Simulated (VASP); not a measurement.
## Ru: electric field gradients with PBE

Ru:

```xyz
2
Lattice="2.7058 0.0000 0.0000 -1.3529 2.3433 0.0000 0.0000 0.0000 4.2819" Properties=species:S:1:pos:R:3 pbc="T T T"
Ru    0.0000    1.5622    1.0705
Ru    1.3529    0.7811    3.2114
```

```
Program                : VASP 6.6.1
Task                   : electric field gradients
Functional             : PBE
Potentials or basis    : VASP PAW PBE potentials, release 64 (Ru_pv)
Cutoff                 : 520 eV
k mesh                 : 14 × 14 × 8
Occupations            : fermi-dirac, width 0.03 eV
Spin                   : no spin polarisation
Dipole correction      : no
Further INCAR settings : ALGO = Normal; EDIFF = 1e-08; NBANDS = 21
```

- Pressure: 4.5 GPa
- Band gap on the k mesh: zero (band 14 reaches 14.47 eV, above the bottom of band 15 at 11.34 eV)

Stress tensor (GPa, compression positive):
```
5.01 0.00 0.00
0.00 5.01 0.00
0.00 0.00 3.38
```

Levels at points of the mesh, in eV from the Fermi level:
```
           k point  band 11  band 12  band 13  band 14  band 15  band 16  band 17  band 18
(0.00, 0.00, 0.00)    -2.41    -1.90    -1.90    -1.38    -1.38     1.19     1.19     1.31
(0.50, 0.00, 0.00)    -2.06    -1.78    -1.51     1.44     1.86     1.93     4.08     6.14
(0.00, 0.00, 0.50)    -2.74    -2.74    -2.70    -2.70     0.56     0.56     0.56     0.56
(0.50, 0.00, 0.50)    -1.04    -1.04     0.46     0.46     1.70     1.70     3.41     3.41
```

Electric field gradients, principal values (V/Å²):
```tsv
atom	least	middle	greatest (by size)
1 Ru	6.459	6.464	-12.923
2 Ru	6.459	6.464	-12.923
```

Run time: 36 s on 1 thread of Intel(R) Xeon(R) Platinum 8559C (Emerald Rapids), on a shared host, peak memory 0.17 GiB.

Caveat: without QUAD_EFG the Cq values of the log hold for a quadrupole moment of 1 mb, not for the nuclei.
